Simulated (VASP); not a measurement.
# In5Sb2As3 (P2) in VASP: notebook

The runs below take In5Sb2As3 through single point, with PBE.

All numbers are computed with VASP 6.6.1; they aren't measurements. Logs are shortened: lines on timing, memory, paths and dates and some standing lists are left out, and cuts for length are marked.

## Step 1: The cell of the first run

Symmetry: P2, No. 3, monoclinic system. The conventional cell has a = 8.312 Å, b = 3.012 Å, c = 10.481 Å, α = 90.00°, β = 99.68°, γ = 90.00°. Within 3.9 Å of In (site symmetry 1) lie 4 As at 2.95 to 3.71 Å and 6 In at 3.01 to 3.34 Å. In (site symmetry 1) has 7 As at 2.87 to 4.56 Å and 7 In at 3.01 to 4.31 Å and 5 Sb at 3.18 to 4.77 Å within 4.8 Å. In (site symmetry 2) has 6 In at 3.01 to 3.25 Å and 4 Sb at 3.10 to 3.88 Å within 4.0 Å. Sb (site symmetry 1) has 6 As at 2.92 to 4.41 Å and 2 Sb at 3.01 Å and 14 In at 3.10 to 4.77 Å within 4.8 Å. As (site symmetry 2) has 4 Sb at 2.92 to 3.97 Å and 4 In at 2.95 to 3.71 Å and 2 As at 3.01 Å within 4.0 Å. Within 4.6 Å of As (site symmetry 1) lie 5 As at 2.71 to 4.05 Å and 10 In at 2.87 to 4.56 Å and 3 Sb at 2.97 to 4.33 Å.

## Step 2: Single point, PBE

INCAR reads:

```
PREC = Accurate
ENCUT = 520
EDIFF = 1E-7
ISMEAR = 0
SIGMA = 0.1
LREAL = False
LASPH = True
NELM = 60
ALGO = Normal
ISIF = 2
LWAVE = False
LCHARG = True
GGA = PE
LELF = True
LVHAR = True
NBANDS = 56
```

KPOINTS reads:

```
Automatic mesh
0
Gamma
  6 12 4
```

POSCAR reads:

```
In5Sb2As3
1.0
    8.3107370965      0.0000000000      0.1511422371
    0.0000000000      3.0116449836      0.0000000000
   -1.9503354622      0.0000000000     10.2975649204
In Sb As
5 2 3
Direct
    0.7926536220      0.4045643026      0.6903283369
    0.6307704123     -0.0277206722      0.9120814934
    0.3692295877     -0.0277206722      0.0879185066
    0.2073463780      0.4045643026      0.3096716631
    0.0000000000      0.8848159525      0.5000000000
    0.3054664382      0.0832105054      0.7059993620
    0.6945335618      0.0832105054      0.2940006380
    0.5000000000      0.1854615906      0.5000000000
    0.0826373570      0.1298070928      0.8990249814
    0.9173626430      0.1298070928      0.1009750186
```

Potentials or basis: VASP PAW PBE potentials, release 64 (In_d, Sb, As).

The run is started by

```bash
$ cat potpaw_PBE.64/In_d/POTCAR potpaw_PBE.64/Sb/POTCAR potpaw_PBE.64/As/POTCAR > POTCAR
$ mpirun -np 1 vasp_std > vasp.out
```

OUTCAR:

```text
PREC = Accurate
   ENCUT = 520
   EDIFF = 1E-7
   ISMEAR = 0
   LREAL = False
   LASPH = True
   NELM = 60
   ISIF = 2
   GGA = PE

 ion  position               nearest neighbor table
   1  0.793  0.405  0.690-   8 2.95   9 3.08   2 3.16   5 3.19   5 3.25   2 3.34
   2  0.631  0.972  0.912-  10 2.87   3 3.08   1 3.16   6 3.18   1 3.34
   3  0.369  0.972  0.088-   9 2.87   2 3.08   4 3.16   7 3.18   4 3.34
   4  0.207  0.405  0.310-   8 2.95  10 3.08   3 3.16   5 3.19   5 3.25   3 3.34
   5  0.000  0.885  0.500-   6 3.10   7 3.10   1 3.19   4 3.19   1 3.25   4 3.25   6 3.88   7 3.88

   6  0.305  0.083  0.706-   8 2.92   9 2.97   5 3.10   2 3.18   5 3.88
   7  0.695  0.083  0.294-   8 2.92  10 2.97   5 3.10   3 3.18   5 3.88
   8  0.500  0.185  0.500-   6 2.92   7 2.92   1 2.95   4 2.95
   9  0.083  0.130  0.899-  10 2.71   3 2.87   6 2.97   1 3.08
  10  0.917  0.130  0.101-   9 2.71   2 2.87   7 2.97   4 3.08

  LATTYP: Found a simple monoclinic cell.
 ALAT       =     8.3121113481
 B/A-ratio  =     0.3623200962
 C/A-ratio  =     1.2608868890
 COS(beta)  =    -0.1681929573

  Lattice vectors:

 A1 = (   8.3107370965,   0.0000000000,   0.1511422371)
 A2 = (   0.0000000000,   3.0116449836,   0.0000000000)
 A3 = (  -1.9503354622,   0.0000000000,  10.2975649204)

Analysis of symmetry for initial positions (statically):
=====================================================================
 Subroutine PRICEL returns:
 Original cell was already a primitive cell.

 Routine SETGRP: Setting up the symmetry group for a
 simple monoclinic supercell.

 Subroutine GETGRP returns: Found  2 space group operations
 (whereof  2 operations were pure point group operations)
 out of a pool of  4 trial point group operations.

The static configuration has the point symmetry C_2 .

Analysis of symmetry for dynamics (positions and initial velocities):
=====================================================================
 Subroutine PRICEL returns:
 Original cell was already a primitive cell.

 Routine SETGRP: Setting up the symmetry group for a
 simple monoclinic supercell.

 Subroutine GETGRP returns: Found  2 space group operations
 (whereof  2 operations were pure point group operations)
 out of a pool of  4 trial point group operations.

The dynamic configuration has the point symmetry C_2 .

 Subroutine INISYM returns: Found  2 space group operations
 (whereof  2 operations are pure point group operations),
 and found     1 'primitive' translations

----------------------------------------------------------------------------------------

                                     Primitive cell

  volume of cell :     258.6254

  direct lattice vectors                    reciprocal lattice vectors
     8.310737097  0.000000000  0.151142237     0.119913234  0.000000000  0.022711295
     0.000000000  3.011644984  0.000000000     0.000000000  0.332044449  0.000000000
    -1.950335462  0.000000000 10.297564920    -0.001760023  0.000000000  0.096776993

  length of vectors
     8.312111348  3.011644984 10.480632219     0.122045019  0.332044449  0.096792996

  position of ions in fractional coordinates (direct lattice)
     0.792653622  0.404564303  0.690328337
     0.630770412  0.972279328  0.912081493
     0.369229588  0.972279328  0.087918507
     0.207346378  0.404564303  0.309671663
     0.000000000  0.884815952  0.500000000
     0.305466438  0.083210505  0.705999362
     0.694533562  0.083210505  0.294000638
     0.500000000  0.185461591  0.500000000
     0.082637357  0.129807093  0.899024981
     0.917362643  0.129807093  0.100975019

  ion indices of the primitive-cell ions
   primitive index   ion index
                 1           1
                 2           2
                 3           3
                 4           4
                 5           5
                 6           6
                 7           7
                 8           8
                 9           9
                10          10

----------------------------------------------------------------------------------------

 KPOINTS: Automatic mesh

Automatic generation of k-mesh.
 Grid dimensions read from file:
 generate k-points for:    6   12    4

 Generating k-lattice:

  Cartesian coordinates                     Fractional coordinates (reciprocal lattice)
     0.019985539  0.000000000  0.003785216     0.166666667  0.000000000  0.000000000
     0.000000000  0.027670371  0.000000000     0.000000000  0.083333333  0.000000000
    -0.000440006  0.000000000  0.024194248     0.000000000  0.000000000  0.250000000

  Length of vectors
     0.020340836  0.027670371  0.024198249

  Shift w.r.t. Gamma in fractional coordinates (k-lattice)
     0.000000000  0.000000000  0.000000000

 Subroutine IBZKPT returns following result:
 ===========================================

 Found     98 irreducible k-points:

 Following reciprocal coordinates:
            Coordinates               Weight
  0.000000  0.000000  0.000000      1.000000
  0.166667  0.000000  0.000000      2.000000
  0.333333  0.000000  0.000000      2.000000
  0.500000  0.000000 -0.000000      1.000000
  0.000000  0.083333  0.000000      2.000000
  0.166667  0.083333  0.000000      4.000000
[... 16 lines left out ...]
  0.333333  0.416667  0.000000      4.000000
  0.500000  0.416667 -0.000000      2.000000
 [... further k-points ...]
   k-points           NKPTS =     98   k-points in BZ     NKDIM =     98   number of bands    NBANDS=     56
   number of dos      NEDOS =    301   number of ions     NIONS =     10
   total plane-waves  NPLWV = 122880
   dimension x,y,z NGX =    64 NGY =   24 NGZ =   80
   dimension x,y,z NGXF=   128 NGYF=   48 NGZF=  160
   ions per type =               5   2   3
   NGX,Y,Z   is equivalent  to a cutoff of  12.80, 13.25, 12.69 a.u.
   NGXF,Y,Z  is equivalent  to a cutoff of  25.60, 26.50, 25.38 a.u.
 SYSTEM =  unknown system
   PREC   = accura    normal or accurate (medium, high low for compatibility)
   ISTART =      0    job   : 0-new  1-cont  2-samecut
   ICHARG =      2    charge: 1-file 2-atom 10-const
   ISPIN  =      1    spin polarized calculation?
   LNONCOLLINEAR =      F non collinear calculations
   LSORBIT =      F    spin-orbit coupling
   LASPH  =      T    aspherical Exc in radial PAW
   ENCUT  =  520.0 eV  38.22 Ry    6.18 a.u.  15.46  5.60 19.49*2*pi/ulx,y,z
   NELM   =     60;   NELMIN=  2; NELMDL= -5     # of ELM steps
   EDIFF  = 0.1E-06   stopping-criterion for ELM
   LREAL  =      F    real-space projection
   EDIFFG = 0.1E-05   stopping-criterion for IOM
   NSW    =      0    number of steps for IOM
   IBRION =     -1    ionic relax: 0-MD 1-quasi-New 2-CG
   NFREE  =      0    steps in history (QN), initial steepest desc. (CG)
   ISIF   =      2    stress and relaxation
   ISYM   =      2    0-nonsym 1-usesym 2-fastsym
   POTIM  = 0.5000    time-step for ionic-motion
   TEBEG  =    0.0;   TEEND  =   0.0 temperature during run
   PSTRESS=    0.0 pullay stress
   NELECT =      90.0000    total number of electrons
   NUPDOWN=      -1.0000    fix difference up-down
   EMIN   =  10.00;   EMAX   =-10.00  energy-range for DOS
   EFERMI =   0.00;   METHOD = LEGACY
   ISMEAR =     0;   SIGMA  =   0.10  broadening in eV -4-tet -1-fermi 0-gaus
   EFERMI_NEDOS =   21; number of points for ismear=-14 and -15
   IALGO  =     38    algorithm
   IMIX   =      4    mixing-type and parameters
     AMIX     =   0.40;   BMIX     =  1.00
     AMIX_MAG =   1.60;   BMIX_MAG =  1.00
  volume/ion in A,a.u.               =      25.86       174.53
  Fermi-wavevector in a.u.,A,eV,Ry     =   1.151504  2.176026 18.040786  1.325960
  Thomas-Fermi vector in A             =   2.288161
   LORBIT       =      0    0 simple, 1 ext, 2 COOP (PROOUT), +10 PAW based schemes
   GGA     = PE    functional components
   LHFCALC =     F    Hartree Fock is set to
   AEXX    =    0.0000 exact exchange contribution
   IVDW    =     0    specifies the selected vdW correction
   LEPSILON=     F    determine dielectric tensor
   LRPA    =     F    only Hartree local field effects (RPA)
 non-spin polarized calculation
 Gauss-broadening in eV      SIGMA  =   0.10
  energy-cutoff  :      520.00
  volume of cell :      258.63
 maximum number of plane-waves:      7011
 NGX is ok and might be reduce to    64
   NGX = 31   NGY = 11   NGZ = 39

 number of electron      89.9999988 magnetization

 Free energy of the ion-electron system (eV)
  ---------------------------------------------------
  ext. energy  EPLUGINS =         0.00000000
  ---------------------------------------------------
  free energy    TOTEN  =       -34.27050546 eV

  energy without entropy =      -34.25049223  energy(sigma->0) =      -34.26049885

 E-fermi :   6.5514     XC(G=0):  -9.9775

 val. band max:        6.5512548595   @ k =   0.0000   0.3333   0.0000
 cond. band min:       6.5561441982   @ k =   0.1667   0.0833   0.5000
 fundamental gap:      0.0048893387
 Fermi energy:         6.5514141417

 k-point     1 :       0.0000    0.0000    0.0000
  band No.  band energies     occupation
      1      -8.4213      2.00000
      2      -8.3643      2.00000
      3      -8.3639      2.00000
      4      -8.3158      2.00000
      5      -8.2803      2.00000
      6      -8.2012      2.00000
[... 48 lines left out ...]
     55      11.3097      0.00000
     56      11.7671      0.00000

 k-point     2 :       0.1667    0.0000    0.0000
  band No.  band energies     occupation
      1      -8.4206      2.00000
      2      -8.3748      2.00000
      3      -8.3521      2.00000
      4      -8.3168      2.00000
      5      -8.2814      2.00000
      6      -8.1956      2.00000
[... 48 lines left out ...]
     55      11.3375      0.00000
     56      11.6651      0.00000

 k-point     3 :       0.3333    0.0000    0.0000
  band No.  band energies     occupation
      1      -8.4189      2.00000
      2      -8.3827      2.00000
      3      -8.3401      2.00000
      4      -8.3209      2.00000
      5      -8.2831      2.00000
      6      -8.1809      2.00000
[... 1172 lines left out ...]
 k-point    23 :       0.3333    0.4167    0.0000
  band No.  band energies     occupation
      1      -8.2742      2.00000
      2      -8.2657      2.00000
      3      -8.1997      2.00000
      4      -8.1575      2.00000
      5      -8.1233      2.00000
      6      -8.1089      2.00000
[... 48 lines left out ...]
     55       9.8662      0.00000
     56      10.3084      0.00000

 k-point    24 :       0.5000    0.4167   -0.0000
  band No.  band energies     occupation
      1      -8.2763      2.00000
      2      -8.2603      2.00000
      3      -8.2102      2.00000
      4      -8.1420      2.00000
      5      -8.1186      2.00000
      6      -8.1120      2.00000
[... 48 lines left out ...]
     55      10.2653      0.00000
     56      10.3813      0.00000

 [... further k-points ...]

------------------------ aborting loop because EDIFF is reached ----------------------------------------

  FORCE on cell =-STRESS in cart. coord.  units (eV):
  Direction    XX          YY          ZZ          XY          YZ          ZX
  --------------------------------------------------------------------------------------
  -------------------------------------------------------------------------------------
  Total       -0.0404745     -0.0345192     -0.0285428      0.0000000      0.0000000     -0.0054615
  in kB       -0.2507383     -0.2138453     -0.1768220      0.0000000      0.0000000     -0.0338339
  external PRESSURE =      -0.2138018 kB  Pullay stress =       0.0000000 kB

 VOLUME and BASIS-vectors are now :
 -----------------------------------------------------------------------------
  energy-cutoff  :      520.00
  volume of cell :      258.63
      direct lattice vectors                 reciprocal lattice vectors
     8.310737097  0.000000000  0.151142237     0.119913234  0.000000000  0.022711295
     0.000000000  3.011644984  0.000000000     0.000000000  0.332044449  0.000000000
    -1.950335462  0.000000000 10.297564920    -0.001760023  0.000000000  0.096776993

 POSITION                                       TOTAL-FORCE (eV/Angst)
 -----------------------------------------------------------------------------------
      5.24116      1.21840      7.22850         0.003639      0.000586      0.003967
      3.46330      2.92816      9.48755         0.000227     -0.000732      0.002379
      2.89710      2.92816      0.96115        -0.000227     -0.000732     -0.002379
      1.11924      1.21840      3.22020        -0.003639      0.000586     -0.003967
     -0.97517      2.66475      5.14878         0.000000      0.000927      0.000000
      1.16172      0.25060      7.31624        -0.000753     -0.000481      0.004722
      5.19869      0.25060      3.13246         0.000753     -0.000481     -0.004722
      3.18020      0.55854      5.22435         0.000000     -0.001605      0.000000
     -1.06662      0.39093      9.27026         0.001374      0.000966      0.000030
      7.42702      0.39093      1.17845        -0.001374      0.000966     -0.000030
 -----------------------------------------------------------------------------------
    total drift:                                0.000000      0.001100     -0.000003

  FREE ENERGIE OF THE ION-ELECTRON SYSTEM (eV)
  ---------------------------------------------------
  free  energy   TOTEN  =       -34.2705054586 eV

  energy  without entropy=      -34.2504922337  energy(sigma->0) =      -34.26049885
```

Run time: 17 min. Hardware: 1 thread of Intel Xeon 6975P-C (Granite Rapids), shared host; peak memory 1.1 GiB.

What came out:

- Free energy: -34.2705 eV
- Pressure: 0.0 GPa
- Largest force: 0.005 eV/Å
- Band gap on the k mesh: zero (bands 45 and 46 overlap by 3.38 eV)

Forces in eV/Å, atoms in the order of the input:
```
In   0.004  0.001  0.004
In   0.000 -0.001  0.002
In   0.000 -0.001 -0.002
In  -0.004  0.001 -0.004
In   0.000  0.001  0.000
Sb  -0.001  0.000  0.005
Sb   0.001  0.000 -0.005
As   0.000 -0.002  0.000
As   0.001  0.001  0.000
As  -0.001  0.001  0.000
```

Levels at points of the mesh, in eV from the Fermi level:
```
           k point  band 42  band 43  band 44  band 45  band 46  band 47  band 48  band 49
(0.00, 0.00, 0.00)    -1.05    -0.29    -0.03     0.34     0.47     1.59     1.88     3.16
(0.50, 0.00, 0.00)    -2.32    -2.06     1.80     2.25     2.41     2.51     2.71     2.96
(0.00, 0.50, 0.00)    -2.19    -1.95    -1.93    -1.13    -1.06    -0.04     0.29     1.02
(0.50, 0.50, 0.00)    -1.67    -1.13    -0.82    -0.53    -0.49    -0.47    -0.22     0.26
(0.00, 0.00, 0.50)    -1.62    -0.60    -0.41     1.43     1.92     2.64     2.67     2.95
(0.50, 0.00, 0.50)    -0.83    -0.05     0.03     0.22     0.45     0.47     3.16     3.62
(0.00, 0.50, 0.50)    -2.21    -1.60    -1.39    -0.77    -0.57    -0.26     0.17     0.27
(0.50, 0.50, 0.50)    -1.72    -1.66    -1.51    -1.47    -1.13    -0.94    -0.21     0.13
```

Caveat: spin-orbit coupling is left out, which moves the levels of the heavy elements.

[end of part 1 of 2]

The gap in the log of VASP goes by the Fermi energy; the results here count the filled bands.